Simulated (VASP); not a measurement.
Wanted: the native input for a VASP 6.6.1 run.

```
Task                               : single point
Functional                         : PBEsol-based screened hybrid with 25 % exact exchange
Potentials or basis                : VASP PAW PBE potentials, release 64 (Al, N)
Cutoff                             : 520 eV
k mesh                             : 5 × 5 × 5
Occupations                        : fermi-dirac, width 0.05 eV
Spin                               : no spin polarisation
Dipole correction                  : no
Grid for exact exchange (PRECFOCK) : Normal
Share of exact exchange            : 0.25
Further INCAR settings             : ALGO = Normal; EDIFF = 1e-07; NBANDS = 11
Screening parameter                : 0.207 1/Å
```

Crystal: AlN.

```xyz
2
Lattice="0.0000 2.1743 2.1743 2.1743 0.0000 2.1743 2.1743 2.1743 0.0000" Properties=species:S:1:pos:R:3 pbc="T T T"
Al    0.0000    0.0000    0.0000
N     1.0872    1.0872    1.0872
```

One way to write it, as run:

POSCAR

```
AlN
1.0
    0.0000000000      2.1743498328      2.1743498328
    2.1743498328      0.0000000000      2.1743498328
    2.1743498328      2.1743498328      0.0000000000
Al N
1 1
Direct
    0.0000000000      0.0000000000      0.0000000000
    0.2500000000      0.2500000000      0.2500000000
```

INCAR.step1

```
SYSTEM = AlN
PREC = Accurate ; ENCUT = 520
EDIFF = 1E-5 ; ISMEAR = -1
SIGMA = 0.05 ; LREAL = .FALSE.
LASPH = .TRUE. ; NELM = 80
ALGO = Normal ; ISIF = 2
LWAVE = .TRUE. ; LCHARG = .FALSE.
NBANDS = 11 ; GGA = PE
```

INCAR.step2

```
SYSTEM = AlN
PREC = Accurate ; ENCUT = 520
EDIFF = 1E-7 ; ISMEAR = -1
SIGMA = 0.05 ; LREAL = .FALSE.
LASPH = .TRUE. ; NELM = 80
ALGO = Normal ; ISIF = 2
LWAVE = .FALSE. ; LCHARG = .FALSE.
GGA = PS ; LHFCALC = .TRUE.
AEXX = 0.25 ; HFSCREEN = 0.207
PRECFOCK = Normal ; NBANDS = 11
ISTART = 1
```

KPOINTS

```
regular mesh
0
G
  5 5 5
  0 0 0
```

Potentials or basis: VASP PAW PBE potentials, release 64 (Al, N).

Launch:

```console
$ cat potpaw_PBE.64/Al/POTCAR potpaw_PBE.64/N/POTCAR > POTCAR
$ cp INCAR.step1 INCAR
$ mpirun -np 1 vasp_std > vasp.out
$ cp INCAR.step2 INCAR
$ mpirun -np 1 vasp_std > vasp.out
```

Results of the run:

| Quantity | Value |
| --- | --- |
| Pressure | 0.1 GPa |
| Band gap on the k mesh | 5.11 eV (least direct gap 5.65 eV) |

Caveat: the k points lie up to 0.50 Å⁻¹ apart; the PAW data sets were made with another functional, which shifts forces and pressure a little; an odd mesh through Γ misses points on the zone boundary, where band edges can lie.

Run time: 91 s on 1 thread of Intel(R) Xeon(R) Platinum 8488C (Sapphire Rapids) (shared host), peak memory 0.23 GiB.
